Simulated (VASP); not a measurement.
## GaN: single point with PBE

GaN:

```
Ga N
1.0
     3.30003    0.00000    0.00000
    -1.65002    2.85791    0.00000
     0.00000    0.00000    4.77014
Ga N
2 2
Cartesian
  0.0000 1.9053 1.1925
  1.6500 0.9526 3.5776
  1.6500 0.9526 1.1925
  0.0000 1.9053 3.5776
```

This cell differs from its parent crystal: uniaxial z strain +0.3%.

```yaml
Program: VASP 6.6.1
Task: single point
Functional: PBE
Potentials_or_basis: VASP PAW PBE potentials, release 64 (Ga_d, N)
Cutoff: 520 eV
k_mesh: 12 × 12 × 6
Occupations: fermi-dirac, width 0.02 eV
Spin: no spin polarisation
```

```yaml
Pressure: 6.0 GPa
Band_gap_on_the_k_mesh: 1.44 eV
```

Stress tensor (GPa, compression positive):
```
6.69 0.00 0.00
0.00 6.69 0.00
0.00 0.00 4.70
```

Levels at points of the mesh, in eV from the valence-band top:
```tsv
k point	band 15	band 16	band 17	band 18	band 19	band 20	band 21	band 22
(0.00, 0.00, 0.00)	-2.10	-0.94	-0.94	0.00	1.44	2.06	8.32	8.32
(0.50, 0.00, 0.00)	-4.00	-3.96	-2.18	-1.93	3.32	4.99	6.60	8.09
(0.00, 0.00, 0.50)	-1.51	-1.51	-1.51	-1.51	3.54	3.54	7.85	7.85
(0.50, 0.00, 0.50)	-3.15	-3.15	-1.19	-1.19	4.31	4.31	6.25	6.25
```

It took 120 s on 1 thread of Intel Xeon 8259CL (shared host), peak memory 0.22 GiB.

Caveat: the cell differs from its parent crystal (uniaxial z strain +0.3%); the cell stands under pressure.
